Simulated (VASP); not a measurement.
# Pd (Fm-3m) in VASP: further runs

The runs below take Pd through single point, with r2SCAN.

Everything below comes from runs of VASP 6.6.1. Logs are shortened: lines on timing, memory, paths and dates and some standing lists are left out, and cuts for length are marked.

### Step 1. The cell of the first run

It takes space group Fm-3m (No. 225, cubic). The conventional cell has a = 3.879 Å, b = 3.879 Å, c = 3.879 Å, α = 90.00°, β = 90.00°, γ = 90.00°. Pd (site symmetry m-3m) has 12 Pd at 2.74 Å within 3.6 Å.

### Step 2. Single point, r2SCAN

POSCAR

```
Pd
1.0
    0.0000000000      1.9395000000      1.9395000000
    1.9395000000      0.0000000000      1.9395000000
    1.9395000000      1.9395000000      0.0000000000
Pd
1
Direct
    0.0000000000      0.0000000000      0.0000000000
```

INCAR.step1

```
SYSTEM = Pd
PREC = Accurate
ENCUT = 550
ISMEAR = -1
SIGMA = 0.1
LREAL = .False.
LASPH = .True.
NELM = 120
NBANDS = 11
GGA = PE
ALGO = Normal
EDIFF = 1E-5
LWAVE = .True.
LCHARG = .False.
GGA_COMPAT = .False.
```

INCAR.step2

```
SYSTEM = Pd
PREC = Accurate
ENCUT = 550
EDIFF = 1E-6
ISMEAR = -1
SIGMA = 0.1
LREAL = .False.
LASPH = .True.
NELM = 120
ALGO = Normal
ISIF = 2
LWAVE = .False.
LCHARG = .False.
METAGGA = R2SCAN
LMIXTAU = .True.
NBANDS = 11
ISTART = 1
GGA_COMPAT = .False.
```

KPOINTS

```
regular mesh
0
Gamma
  13 13 13
  0 0 0
```

Potentials or basis: VASP PAW PBE potentials, release 64 (Pd).

Run with:

```
$ cat potpaw_PBE.64/Pd/POTCAR > POTCAR
$ cp INCAR.step1 INCAR
$ mpirun -np 1 vasp_std > vasp.out
$ cp INCAR.step2 INCAR
$ mpirun -np 1 vasp_std > vasp.out
```

OUTCAR:

```text
SYSTEM = Pd
   PREC = Accurate
   ENCUT = 550
   EDIFF = 1E-6
   ISMEAR = -1
   LREAL = .False.
   LASPH = .True.
   NELM = 120
   ISIF = 2
   METAGGA = R2SCAN
   ISTART = 1

 ion  position               nearest neighbor table
   1  0.000  0.000  0.000-

  LATTYP: Found a face centered cubic cell.
 ALAT       =     3.8790000000

  Lattice vectors:

 A1 = (   0.0000000000,   1.9395000000,   1.9395000000)
 A2 = (   1.9395000000,   0.0000000000,   1.9395000000)
 A3 = (   1.9395000000,   1.9395000000,   0.0000000000)

Analysis of symmetry for initial positions (statically):
=====================================================================
 Subroutine PRICEL returns:
 Original cell was already a primitive cell.

 Routine SETGRP: Setting up the symmetry group for a
 face centered cubic supercell.

 Subroutine GETGRP returns: Found 48 space group operations
 (whereof 48 operations were pure point group operations)
 out of a pool of 48 trial point group operations.

The static configuration has the point symmetry O_h .

Analysis of symmetry for dynamics (positions and initial velocities):
=====================================================================
 Subroutine PRICEL returns:
 Original cell was already a primitive cell.

 Routine SETGRP: Setting up the symmetry group for a
 face centered cubic supercell.

 Subroutine GETGRP returns: Found 48 space group operations
 (whereof 48 operations were pure point group operations)
 out of a pool of 48 trial point group operations.

The dynamic configuration has the point symmetry O_h .

 Subroutine INISYM returns: Found 48 space group operations
 (whereof 48 operations are pure point group operations),
 and found     1 'primitive' translations

----------------------------------------------------------------------------------------

                                     Primitive cell

  volume of cell :      14.5915

  direct lattice vectors                    reciprocal lattice vectors
     0.000000000  1.939500000  1.939500000    -0.257798402  0.257798402  0.257798402
     1.939500000  0.000000000  1.939500000     0.257798402 -0.257798402  0.257798402
     1.939500000  1.939500000  0.000000000     0.257798402  0.257798402 -0.257798402

  length of vectors
     2.742867204  2.742867204  2.742867204     0.446519930  0.446519930  0.446519930

  position of ions in fractional coordinates (direct lattice)
     0.000000000  0.000000000  0.000000000

  ion indices of the primitive-cell ions
   primitive index   ion index
                 1           1

----------------------------------------------------------------------------------------

 KPOINTS: regular mesh

Automatic generation of k-mesh.
 Grid dimensions read from file:
 generate k-points for:   13   13   13

 Generating k-lattice:

  Cartesian coordinates                     Fractional coordinates (reciprocal lattice)
    -0.019830646  0.019830646  0.019830646     0.076923077  0.000000000  0.000000000
     0.019830646 -0.019830646  0.019830646     0.000000000  0.076923077  0.000000000
     0.019830646  0.019830646 -0.019830646     0.000000000  0.000000000  0.076923077

  Length of vectors
     0.034347687  0.034347687  0.034347687

  Shift w.r.t. Gamma in fractional coordinates (k-lattice)
     0.000000000  0.000000000  0.000000000

 Subroutine IBZKPT returns following result:
 ===========================================

 Found     84 irreducible k-points:

 Following reciprocal coordinates:
            Coordinates               Weight
  0.000000  0.000000  0.000000      1.000000
  0.076923  0.000000  0.000000      8.000000
  0.153846  0.000000  0.000000      8.000000
  0.230769  0.000000  0.000000      8.000000
  0.307692  0.000000  0.000000      8.000000
  0.384615  0.000000  0.000000      8.000000
[... 16 lines left out ...]
  0.384615  0.153846  0.000000     24.000000
  0.461538  0.153846  0.000000     24.000000
 [... further k-points ...]
   k-points           NKPTS =     84   k-points in BZ     NKDIM =     84   number of bands    NBANDS=     11
   number of dos      NEDOS =    301   number of ions     NIONS =      1
   total plane-waves  NPLWV =  13824
   dimension x,y,z NGX =    24 NGY =   24 NGZ =   24
   dimension x,y,z NGXF=    48 NGYF=   48 NGZF=   48
   ions per type =               1
   NGX,Y,Z   is equivalent  to a cutoff of  14.55, 14.55, 14.55 a.u.
   NGXF,Y,Z  is equivalent  to a cutoff of  29.09, 29.09, 29.09 a.u.
 SYSTEM =  Pd
   PREC   = accura    normal or accurate (medium, high low for compatibility)
   ISTART =      1    job   : 0-new  1-cont  2-samecut
   ICHARG =      0    charge: 1-file 2-atom 10-const
   ISPIN  =      1    spin polarized calculation?
   LNONCOLLINEAR =      F non collinear calculations
   LSORBIT =      F    spin-orbit coupling
   LASPH  =      T    aspherical Exc in radial PAW
   ENCUT  =  550.0 eV  40.42 Ry    6.36 a.u.   5.24  5.24  5.24*2*pi/ulx,y,z
   NELM   =    120;   NELMIN=  2; NELMDL=  0     # of ELM steps
   EDIFF  = 0.1E-05   stopping-criterion for ELM
   LREAL  =      F    real-space projection
   EDIFFG = 0.1E-04   stopping-criterion for IOM
   NSW    =      0    number of steps for IOM
   IBRION =     -1    ionic relax: 0-MD 1-quasi-New 2-CG
   NFREE  =      0    steps in history (QN), initial steepest desc. (CG)
   ISIF   =      2    stress and relaxation
   ISYM   =      2    0-nonsym 1-usesym 2-fastsym
   POTIM  = 0.5000    time-step for ionic-motion
   TEBEG  =    0.0;   TEEND  =   0.0 temperature during run
   PSTRESS=    0.0 pullay stress
   NELECT =      10.0000    total number of electrons
   NUPDOWN=      -1.0000    fix difference up-down
   EMIN   =  10.00;   EMAX   =-10.00  energy-range for DOS
   EFERMI =   0.00;   METHOD = LEGACY
   ISMEAR =    -1;   SIGMA  =   0.10  broadening in eV -4-tet -1-fermi 0-gaus
   EFERMI_NEDOS =   21; number of points for ismear=-14 and -15
   IALGO  =     38    algorithm
   IMIX   =      4    mixing-type and parameters
     AMIX     =   0.40;   BMIX     =  1.00
     AMIX_MAG =   1.60;   BMIX_MAG =  1.00
  volume/ion in A,a.u.               =      14.59        98.47
  Fermi-wavevector in a.u.,A,eV,Ry     =   1.443361  2.727557 28.344905  2.083292
  Thomas-Fermi vector in A             =   2.561778
   LORBIT       =      0    0 simple, 1 ext, 2 COOP (PROOUT), +10 PAW based schemes
   METAGGA = R2SCAN    functional components
   LHFCALC =     F    Hartree Fock is set to
   AEXX    =    0.0000 exact exchange contribution
   IVDW    =     0    specifies the selected vdW correction
   LEPSILON=     F    determine dielectric tensor
   LRPA    =     F    only Hartree local field effects (RPA)
 non-spin polarized calculation
  energy-cutoff  :      550.00
  volume of cell :       14.59
 maximum number of plane-waves:       444
 NGX is ok and might be reduce to    24
   NGX = 11   NGY = 11   NGZ = 11

 number of electron      10.0000000 magnetization

 Free energy of the ion-electron system (eV)
  ---------------------------------------------------
  ext. energy  EPLUGINS =         0.00000000
  ---------------------------------------------------
  free energy    TOTEN  =       -22.97542389 eV

  energy without entropy =      -22.92019862  energy(sigma->0) =      -22.94781125

 E-fermi :   9.8503     XC(G=0): -14.2090

 val. band max:        9.8383398794   @ k =  -0.3846   0.3846   0.0769
 cond. band min:       9.8537308749   @ k =   0.4615   0.2308   0.0000
 fundamental gap:      0.0153909955
 Fermi energy:         9.8503111471

 k-point     1 :       0.0000    0.0000    0.0000
  band No.  band energies     occupation
      1       2.5155      2.00000
      2       6.8331      2.00000
      3       6.8331      2.00000
      4       6.8331      2.00000
      5       8.4766      2.00000
      6       8.4766      2.00000
      7      27.8271      0.00000
      8      32.2441      0.00000
      9      32.8782      0.00000
     10      32.8782      0.00000
     11      32.8782      0.00000

 k-point     2 :       0.0769    0.0000    0.0000
  band No.  band energies     occupation
      1       2.7392      2.00000
      2       6.7554      2.00000
      3       6.9099      2.00000
      4       6.9099      2.00000
      5       8.4412      2.00000
      6       8.4412      2.00000
      7      28.0555      0.00000
      8      31.4946      0.00000
      9      32.2761      0.00000
     10      33.1331      0.00000
     11      33.1331      0.00000

 k-point     3 :       0.1538    0.0000    0.0000
  band No.  band energies     occupation
      1       3.3527      2.00000
      2       6.6089      2.00000
      3       7.0761      2.00000
      4       7.0761      2.00000
      5       8.4060      2.00000
      6       8.4060      2.00000
      7      28.1675      0.00000
      8      29.3931      0.00000
      9      32.2632      0.00000
     10      33.8138      0.00000
     11      33.8138      0.00000

 k-point     4 :       0.2308    0.0000    0.0000
  band No.  band energies     occupation
      1       4.0881      2.00000
      2       6.7197      2.00000
      3       7.1424      2.00000
      4       7.1424      2.00000
      5       8.5660      1.99999
      6       8.5660      1.99999
      7      25.8537      0.00000
      8      29.0542      0.00000
      9      32.2568      0.00000
     10      34.5574      0.00000
     11      34.5574      0.00000
[... 239 lines left out ...]
 k-point    22 :       0.3077    0.1538    0.0000
  band No.  band energies     occupation
      1       4.8154      2.00000
      2       6.0229      2.00000
      3       7.0670      2.00000
      4       7.6434      2.00000
      5       9.0067      1.99957
      6       9.2057      1.99683
      7      25.3561      0.00000
      8      29.2261      0.00000
      9      30.2313      0.00000
     10      32.0492      0.00000
     11      32.5203      0.00000

 k-point    23 :       0.3846    0.1538    0.0000
  band No.  band energies     occupation
      1       4.8995      2.00000
      2       6.4645      2.00000
      3       6.9310      2.00000
      4       7.5234      2.00000
      5       9.5877      1.86503
      6      10.3840      0.00958
      7      22.2901      0.00000
      8      28.3702      0.00000
      9      29.7829      0.00000
     10      31.6193      0.00000
     11      32.4001      0.00000

 k-point    24 :       0.4615    0.1538    0.0000
  band No.  band energies     occupation
      1       4.8232      2.00000
      2       6.4108      2.00000
      3       7.3674      2.00000
      4       7.4999      2.00000
      5       9.8086      1.20575
      6      12.1286      0.00000
      7      19.4385      0.00000
      8      27.5623      0.00000
      9      29.7491      0.00000
     10      30.6646      0.00000
     11      32.3132      0.00000

 [... further k-points ...]
[... 5 lines left out ...]
  --------------------------------------------------------------------------------------
  -------------------------------------------------------------------------------------
  Total        0.5021596      0.5021596      0.5021596      0.0000000      0.0000000      0.0000000
  in kB       55.1382530     55.1382530     55.1382530      0.0000000      0.0000000      0.0000000
  external PRESSURE =      55.1382530 kB  Pullay stress =       0.0000000 kB

 VOLUME and BASIS-vectors are now :
 -----------------------------------------------------------------------------
  energy-cutoff  :      550.00
  volume of cell :       14.59
      direct lattice vectors                 reciprocal lattice vectors
     0.000000000  1.939500000  1.939500000    -0.257798402  0.257798402  0.257798402
     1.939500000  0.000000000  1.939500000     0.257798402 -0.257798402  0.257798402
     1.939500000  1.939500000  0.000000000     0.257798402  0.257798402 -0.257798402

 POSITION                                       TOTAL-FORCE (eV/Angst)
 -----------------------------------------------------------------------------------
      0.00000      0.00000      0.00000         0.000000      0.000000      0.000000
 -----------------------------------------------------------------------------------
    total drift:                               -0.000000      0.000000      0.000000

  FREE ENERGIE OF THE ION-ELECTRON SYSTEM (eV)
  ---------------------------------------------------
  free  energy   TOTEN  =       -22.9754238852 eV

  energy  without entropy=      -22.9201986205  energy(sigma->0) =      -22.94781125
```

It took 85 s on 1 thread of Intel Xeon 8259CL, shared host; peak memory 0.15 GiB.

What came out:

```
Free energy            : -22.9754 eV
Pressure               : 5.5 GPa
Band gap on the k mesh : zero (band 5 reaches 10.07 eV, above the bottom of band 6 at 8.41 eV)
```

Caveat: the PAW data sets were made with another functional, which shifts forces and pressure a little.

### Step 3. Single point, r2SCAN

POSCAR is that of step 2.

INCAR.step1

```
ALGO     = Normal         # electronic algorithm
EDIFF    = 1E-5           # SCF threshold, eV
ENCUT    = 550            # plane-wave cutoff, eV
GGA      = PE             # functional
GGA_COMPAT= F            
ISMEAR   = -1             # smearing method
LASPH    = T              # aspherical terms in the spheres
LCHARG   = F              # write CHGCAR
LREAL    = F              # projectors in reciprocal space
LWAVE    = T              # write WAVECAR
NBANDS   = 11             # bands
NELM     = 120            # most SCF steps
PREC     = Accurate       # precision mode
SIGMA    = 0.003          # smearing width, eV
```

INCAR.step2

```
ALGO     = Normal         # electronic algorithm
EDIFF    = 1E-6           # SCF threshold, eV
ENCUT    = 550            # plane-wave cutoff, eV
GGA_COMPAT= F            
ISIF     = 2              # what is computed and relaxed
ISMEAR   = -1             # smearing method
ISTART   = 1            
LASPH    = T              # aspherical terms in the spheres
LCHARG   = F              # write CHGCAR
LMIXTAU  = T            
LREAL    = F              # projectors in reciprocal space
LWAVE    = F              # write WAVECAR
METAGGA  = R2SCAN         # meta-GGA
NBANDS   = 11             # bands
NELM     = 120            # most SCF steps
PREC     = Accurate       # precision mode
SIGMA    = 0.003          # smearing width, eV
```

KPOINTS

```
k-points
0
Gamma
  13 13 13
```

Potentials or basis: VASP PAW PBE potentials, release 64 (Pd).

Run with:

```
$ cat potpaw_PBE.64/Pd/POTCAR > POTCAR
$ cp INCAR.step1 INCAR
$ mpirun -np 1 vasp_std > vasp.out
$ cp INCAR.step2 INCAR
$ mpirun -np 1 vasp_std > vasp.out
```

Wall time 75 s (1 thread of Intel Xeon 8259CL, shared host); peak memory 0.15 GiB.

Results (log left out):

* Free energy: -22.9445 eV
* Pressure: 5.2 GPa
* Band gap on the k mesh: zero (band 5 reaches 10.08 eV, above the bottom of band 6 at 8.41 eV)

Levels at points of the mesh, in eV from the Fermi level:
```
           k point  band 1  band 2  band 3  band 4  band 5  band 6  band 7  band 8  band 9  band 10
(0.00, 0.00, 0.00)   -7.31   -2.99   -2.99   -2.99   -1.34   -1.34   18.00   22.44   23.05    23.05
```

Caveat: the PAW data sets were made with another functional, which shifts forces and pressure a little.

### Step 4. Single point, r2SCAN

POSCAR is that of step 3.

INCAR.step1

```
ALGO = Normal
EDIFF = 1E-5
ENCUT = 550
GGA = PE
GGA_COMPAT = F
ISMEAR = -1
LASPH = T
LCHARG = F
LREAL = F
LWAVE = T
NBANDS = 11
NELM = 120
PREC = Accurate
SIGMA = 0.3
```

INCAR.step2

```
ALGO = Normal
EDIFF = 1E-6
ENCUT = 550
GGA_COMPAT = F
ISIF = 2
ISMEAR = -1
ISTART = 1
LASPH = T
LCHARG = F
LMIXTAU = T
LREAL = F
LWAVE = F
METAGGA = R2SCAN
NBANDS = 11
NELM = 120
PREC = Accurate
SIGMA = 0.3
```

KPOINTS is that of step 3.

Run with:

```
$ cat potpaw_PBE.64/Pd/POTCAR > POTCAR
$ cp INCAR.step1 INCAR
$ mpirun -np 1 vasp_std > vasp.out
$ cp INCAR.step2 INCAR
$ mpirun -np 1 vasp_std > vasp.out
```

Wall time 79 s (1 thread of Intel Xeon 8259CL, shared host); peak memory 0.16 GiB.

It converged, with:

```
Free energy            : -23.1502 eV
Pressure               : 7.1 GPa
Band gap on the k mesh : zero (band 5 reaches 10.06 eV, above the bottom of band 6 at 8.39 eV)
```

Levels at points of the mesh, in eV from the Fermi level:
| k point | band 1 | band 2 | band 3 | band 4 | band 5 | band 6 | band 7 | band 8 | band 9 | band 10 |
| --- | --- | --- | --- | --- | --- | --- | --- | --- | --- | --- |
| (0.00, 0.00, 0.00) | -7.47 | -3.16 | -3.16 | -3.16 | -1.52 | -1.52 | 17.85 | 22.19 | 22.90 | 22.90 |

Caveat: the PAW data sets were made with another functional, which shifts forces and pressure a little.

### Step 5. Single point, r2SCAN

POSCAR is that of step 4.

INCAR.step1

```
  ALGO = Normal
  EDIFF = 1E-5
  ENCUT = 550
  GGA = PE
  GGA_COMPAT = F
  ISMEAR = 1
  LASPH = T
  LCHARG = F
  LREAL = F
  LWAVE = T
  NBANDS = 11
  NELM = 120
  PREC = Accurate
  SIGMA = 0.3
```

INCAR.step2

```
  ALGO = Normal
  EDIFF = 1E-6
  ENCUT = 550
  GGA_COMPAT = F
  ISIF = 2
  ISMEAR = 1
  ISTART = 1
  LASPH = T
  LCHARG = F
  LMIXTAU = T
  LREAL = F
  LWAVE = F
  METAGGA = R2SCAN
  NBANDS = 11
  NELM = 120
  PREC = Accurate
  SIGMA = 0.3
```

KPOINTS is that of step 4.

Run with:

```
$ cat potpaw_PBE.64/Pd/POTCAR > POTCAR
$ cp INCAR.step1 INCAR
$ mpirun -np 1 vasp_std > vasp.out
$ cp INCAR.step2 INCAR
$ mpirun -np 1 vasp_std > vasp.out
```

Wall time 71 s (1 thread of Intel Xeon 8259CL, shared host); peak memory 0.16 GiB.

It converged, with:

```
Free energy            : -22.9481 eV
Pressure               : 5.2 GPa
Band gap on the k mesh : zero (band 5 reaches 10.08 eV, above the bottom of band 6 at 8.41 eV)
```

Levels at points of the mesh, in eV from the Fermi level:
```tsv
k point	band 3	band 4	band 5	band 6	band 7	band 8
(0.00, 0.00, 0.00)	-3.00	-3.00	-1.36	-1.36	17.99	22.42
```

Caveat: the PAW data sets were made with another functional, which shifts forces and pressure a little.

### Step 6. Summary

```csv
smearing,gap on the mesh (eV),pressure (GPa)
fermi-dirac 0.1 eV,none,5.5
fermi-dirac 0.003 eV,none,5.2
fermi-dirac 0.3 eV,none,7.1
methfessel-paxton 0.3 eV,none,5.2
```

Alike in all rows: task single point; level r2SCAN; potentials or basis VASP PAW PBE potentials, release 64 (Pd); no spin polarisation; cell as given; k mesh 13 × 13 × 13; cutoff (eV) 550.

Every run on the cell as given and a fine mesh finds a metal.

Caveats: the PAW data sets were made with another functional, which shifts forces and pressure a little.

Absolute energies hang on the potentials; compare differences alone.
